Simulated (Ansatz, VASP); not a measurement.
One calculation of FeO, two programs

```xyz
2
Lattice="1.5177 0.8762 2.5158 -1.5177 0.8762 2.5158 0.0000 -1.7525 2.5158" Properties=species:S:1:pos:R:3 pbc="T T T"
Fe    0.0000    0.0000    0.0000
O     0.0000    0.0000    3.7737
```

Alike in both runs: task electric field gradients; functional PBE; k mesh 16 × 16 × 16; occupations fermi-dirac, width 0.03 eV; collinear spin.

|  | VASP | Ansatz |
| --- | --- | --- |
| version | VASP 6.6.1 | Ansatz 0.2.0 |
| potentials or method | VASP PAW PBE potentials, release 64 (Fe, O) | PAW with Ansatz's default frozen-core files, scalar-relativistic |
| plane-wave cutoff (eV) | 520 | 420 |
| valence electrons in the cell | 14 | 22 |

Ansatz gave:

```
pressure (GPa)                                                : -0.7
traceless stress, the component that is largest in VASP (GPa) : -0.64
net moment per atom (μB)                                      : 2.00
size of the moment on the site where the two differ most (μB) : 3.45
size of Vzz on the site where it differs most (V/Å²)          : 0.9
```

Problem. Which values does VASP return?

Solution. Pressure (GPa): -0.6; traceless stress, the component that is largest in VASP (GPa): -0.67; net moment per atom (μB): 2.00; size of the moment on the site where the two differ most (μB): 3.62; size of Vzz on the site where it differs most (V/Å²): 1.5.

Site moments also hang on the region over which each program counts them. The functional is the same, so the differences come from potentials, cutoffs and numerics. VASP's potentials hold 14 valence electrons a cell and Ansatz's 22, so a difference there can come from the potentials and not from the codes.
